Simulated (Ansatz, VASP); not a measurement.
**Ni: VASP beside Ansatz**

Contents of INCAR:

```
SYSTEM = Ni
PREC = Accurate
ENCUT = 600
EDIFF = 1E-6
ISMEAR = 1
SIGMA = 0.097
LREAL = .FALSE.
LASPH = .TRUE.
NELM = 200
ALGO = Normal
ISIF = 2
LWAVE = .FALSE.
LCHARG = .FALSE.
ISPIN = 2
MAGMOM = 0.81
LORBIT = 11
LMAXMIX = 4
GGA = CA
NBANDS = 15
GGA_COMPAT = .FALSE.
```

KPOINTS

```
Automatic mesh
0
G
  8 8 8
  0 0 0
```

POSCAR

```
Ni
1.0
    0.0000000000      1.7679500000      1.7679500000
    1.7679500000      0.0000000000      1.7679500000
    1.7679500000      1.7679500000      0.0000000000
Ni
1
Direct
    0.0000000000      0.0000000000      0.0000000000
```

Input for Ansatz:

```yaml
crystal:
  lattice:
    - [0.0, 1.76795, 1.76795]
    - [1.76795, 0.0, 1.76795]
    - [1.76795, 1.76795, 0.0]
  atoms:
    - { symbol: Ni, position: [0.0, 0.0, 0.0], spin: 0.81 }
basis:
  ecutwfc: 420
kpoints:
  mp_grid: { grid: [8, 8, 8] }
hamiltonian:
  xc: lda
scf:
  occupations: { method: cold, width: 0.097 }
  lower_state_search: "off"
output:
  forces: true
  stress: true
  eigenvalues: true
  populations: true
magnetization:
  spin_polarized: true
```

Alike in both runs: task single point; functional LDA; k mesh 8 × 8 × 8; collinear spin.

|  | VASP | Ansatz |
| --- | --- | --- |
| version | VASP 6.6.1 | Ansatz 0.2.0 |
| potentials or method | VASP PAW LDA potentials, release 64 (Ni), cutoff 600 eV | scalar-relativistic, plane waves, PAW |
| occupations | methfessel-paxton of order 1, width 0.097 eV | cold, width 0.097 eV |
| valence electrons in the cell | 10 | 18 |

```csv
,VASP,Ansatz,Ansatz less VASP
gap on the k mesh at the Fermi level (eV),none,none,-
pressure (GPa),-19.3,-19.3,-0.08
net moment per atom (μB),0.70,0.70,+0.002
size of the moment on the site where the two differ most (μB),0.70,0.73,+0.025
```

LDA's correlation is that of Perdew and Zunger in VASP and of Perdew and Wang (1992) in Ansatz. Site moments also hang on the region over which each program counts them. A gap of «none» marks a metal or a gap that the smearing closes. VASP's potentials hold 10 valence electrons a cell and Ansatz's 18, so a difference there can come from the potentials and not from the codes. Ansatz's warnings: stability check not made.

The k mesh is coarse, so the values compare programs but aren't converged.
